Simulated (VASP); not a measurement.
Set up this calculation in VASP 6.6.1, as the native input.

```yaml
Task: relaxation of the atoms
Functional: PBE
Potentials_or_basis: VASP PAW PBE potentials, release 64 (Si, Cu)
Cutoff: 520 eV
k_mesh: 2 × 2 × 2
Occupations: gaussian, width 0.05 eV
Spin: collinear spin
Starting_moments: "[0.0, 0.0, 0.0, 0.0, 0.0, 0.0, 0.0, 0.0, 0.0, 0.0, 0.0, 0.0, 0.0, 0.0, 0.0, 0.0, 1.0] μB"
Dipole_correction: no
Further_INCAR_settings: LREAL = Auto; ALGO = Normal; EDIFF = 1e-06; IBRION = 2; EDIFFG = -0.03; NSW = 80
```

The structure of CuSi16 (a cell with a defect) lies in POSCAR:

```
CuSi16
1.0
    0.0000000000      5.4300000000      5.4300000000
    5.4300000000      0.0000000000      5.4300000000
    5.4300000000      5.4300000000      0.0000000000
Si Cu
16 1
Direct
    0.0000000000      0.0000000000      0.0000000000
    0.1250000000      0.1250000000      0.1250000000
    0.0000000000      0.0000000000      0.5000000000
    0.1250000000      0.1250000000      0.6250000000
    0.0000000000      0.5000000000      0.0000000000
    0.1250000000      0.6250000000      0.1250000000
    0.0000000000      0.5000000000      0.5000000000
    0.1250000000      0.6250000000      0.6250000000
    0.5000000000      0.0000000000      0.0000000000
    0.6250000000      0.1250000000      0.1250000000
    0.5000000000      0.0000000000      0.5000000000
    0.6250000000      0.1250000000      0.6250000000
    0.5000000000      0.5000000000      0.0000000000
    0.6250000000      0.6250000000      0.1250000000
    0.5000000000      0.5000000000      0.5000000000
    0.6250000000      0.6250000000      0.6250000000
    0.8053518000      0.8173754000      0.5560801000
```

One way to write it, as run:

INCAR

```
SYSTEM = CuSi16
PREC = Accurate
ENCUT = 520
EDIFF = 1E-6
ISMEAR = 0
SIGMA = 0.05
LREAL = Auto
LASPH = .TRUE.
NELM = 150
ALGO = Normal
ISIF = 2
LWAVE = .FALSE.
LCHARG = .FALSE.
ISPIN = 2
MAGMOM = 0 0 0 0 0 0 0 0 0 0 0 0 0 0 0 0 1
LORBIT = 11
LMAXMIX = 4
GGA = PE
IBRION = 2
NSW = 80
EDIFFG = -0.03
KPAR = 2
```

KPOINTS

```
Automatic mesh
0
G
  2 2 2
  0 0 0
```

Potentials or basis: VASP PAW PBE potentials, release 64 (Si, Cu).

Launch:

```bash
$ cat potpaw_PBE.64/Si/POTCAR potpaw_PBE.64/Cu/POTCAR > POTCAR
$ mpirun -np 4 vasp_std > vasp.out
```

Results of the run:

```json
{
 "Energy gained by relaxing": "30.5 meV/atom",
 "Ionic steps": "18",
 "Pressure after relaxing": "4.3 GPa",
 "Largest force after relaxing": "0.011 eV/Å",
 "Net moment": "0.00 μB per cell",
 "Valence electrons inside the program's atomic spheres": "Si 1.70, 1.69 (each value once); Cu 10.18"
}
```

Caveat: the k points lie up to 0.50 Å⁻¹ apart.

It took 18 min on 4 MPI ranks on Intel(R) Xeon(R) 6975P-C (Granite Rapids), on a shared host, peak memory 0.47 GiB a rank.
